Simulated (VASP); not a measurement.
Here is a VASP 6.6.1 calculation.

INCAR

```
PREC = Accurate
ENCUT = 520
EDIFF = 1E-6
ISMEAR = 0
SIGMA = 0.01
LREAL = False
LASPH = True
NELM = 80
ALGO = Normal
ISIF = 2
LWAVE = False
LCHARG = False
GGA = PE
NBANDS = 34
```

File KPOINTS:

```
Automatic mesh
0
Gamma
  8 8 8
```

POSCAR

```
FeSi
1.0
    4.2168047612      0.0000000000      0.0000000000
    0.0000000000      4.2168047612      0.0000000000
    0.0000000000      0.0000000000      4.2168047612
Fe Si
4 4
Direct
    0.1414065754      0.1414065754      0.1414065754
    0.3585934246      0.8585934246      0.6414065754
    0.6414065754      0.3585934246      0.8585934246
    0.8585934246      0.6414065754      0.3585934246
    0.8431497857      0.8431497857      0.8431497857
    0.6568502143      0.1568502143      0.3431497857
    0.3431497857      0.6568502143      0.1568502143
    0.1568502143      0.3431497857      0.6568502143
```

Potentials or basis: VASP PAW PBE potentials, release 64 (Fe, Si).

The run is started by

```console
$ cat potpaw_PBE.64/Fe/POTCAR potpaw_PBE.64/Si/POTCAR > POTCAR
$ mpirun -np 1 vasp_std > vasp.out
```

Task: Predict the pressure.

Result: 51.3 GPa.

Task: Estimate the largest force.

Result: 0.042 eV/Å.

Forces in eV/Å, atoms in the order of the input:
```
Fe   0.024  0.024  0.024
Fe  -0.024 -0.024  0.024
Fe   0.024 -0.024 -0.024
Fe  -0.024  0.024 -0.024
Si   0.000  0.000  0.000
Si   0.000  0.000  0.000
Si   0.000  0.000  0.000
Si   0.000  0.000  0.000
```

Caveat: the cell stands under pressure. Spin polarisation is off, so any magnetic state and its effect on volume and gap are missing.
